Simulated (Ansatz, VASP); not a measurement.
**Two plane-wave programs on NaCl**

```xyz
2
Lattice="0.0000 2.9894 2.5410 2.9894 0.0000 2.5410 2.9894 2.9894 0.0000" Properties=species:S:1:pos:R:3 pbc="T T T"
Na    0.0000    0.0000    0.0000
Cl    2.9894    2.9894    2.5410
```

Alike in both runs: task single point; functional PBEsol; k mesh 8 × 8 × 8; occupations gaussian, width 0.05 eV; no spin polarisation.

```csv
,VASP,Ansatz
version,VASP 6.6.1,Ansatz 0.2.0
potentials or method,"VASP PAW PBE potentials, release 64 (Na_pv, Cl), cutoff 520 eV","scalar-relativistic, plane waves, PAW"
valence electrons in the cell,14,16
```

```tsv
	VASP	Ansatz	Ansatz less VASP
gap on the k mesh at the Fermi level (eV)	4.86	4.86	+0.004
least direct gap on the mesh (eV)	4.86	4.86	+0.004
pressure (GPa)	1.1	1.0	-0.04
traceless stress, the component that is largest in VASP (GPa)	6.00	5.88	-0.114
```

VASP's potentials were made for PBE, not for PBEsol. VASP's potentials hold 14 valence electrons a cell and Ansatz's 16, so a difference there can come from the potentials and not from the codes.
